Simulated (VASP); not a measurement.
A run of VASP 6.6.1 is set up as follows.

The input INCAR:

```
AGGAC    = 1.0          
AGGAX    = 1.0          
ALDAC    = 0.0          
ALDAX    = 1.0          
ALGO     = Normal         # electronic algorithm
EDIFF    = 1E-7           # SCF threshold, eV
EDIFFG   = -0.01          # ionic threshold
ENCUT    = 500            # plane-wave cutoff, eV
GGA      = B5             # functional
GGA_COMPAT= False        
IBRION   = 2              # ionic algorithm
ISIF     = 3              # what is computed and relaxed
ISMEAR   = 1              # smearing method
IVDW     = 12             # dispersion correction
LASPH    = True           # aspherical terms in the spheres
LCHARG   = False          # write CHGCAR
LREAL    = False          # projectors in reciprocal space
LWAVE    = False          # write WAVECAR
NELM     = 120            # most SCF steps
NELMIN   = 4            
NSW      = 80             # ionic steps
PREC     = Accurate       # precision mode
SIGMA    = 0.1            # smearing width, eV
VDW_A1   = 0.4298       
VDW_A2   = 4.2359       
VDW_S6   = 1.0          
VDW_S8   = 2.6996
```

Contents of KPOINTS:

```
k-points
0
Gamma
  7 7 7
```

Contents of POSCAR:

```
Sn2Pt
1.0
    0.0000000000      3.2125000000      3.2125000000
    3.2125000000      0.0000000000      3.2125000000
    3.2125000000      3.2125000000      0.0000000000
Sn Pt
2 1
Direct
    0.2500000000      0.2500000000      0.2500000000
    0.7500000000      0.7500000000      0.7500000000
    0.0000000000      0.0000000000      0.0000000000
```

Potentials or basis: VASP PAW PBE potentials, release 64 (Sn_d, Pt).

The run is started by

```bash
$ cat potpaw_PBE.64/Sn_d/POTCAR potpaw_PBE.64/Pt/POTCAR > POTCAR
$ mpirun -np 1 vasp_std > vasp.out
```

(1) What does it give for the dispersion energy per atom?

(2) Estimate the relaxed cell.

Results:

(1) -1.116 eV.

(2) a = 4.602 Å, b = 4.602 Å, c = 4.602 Å, α = 60.00°, β = 60.00°, γ = 60.00°.
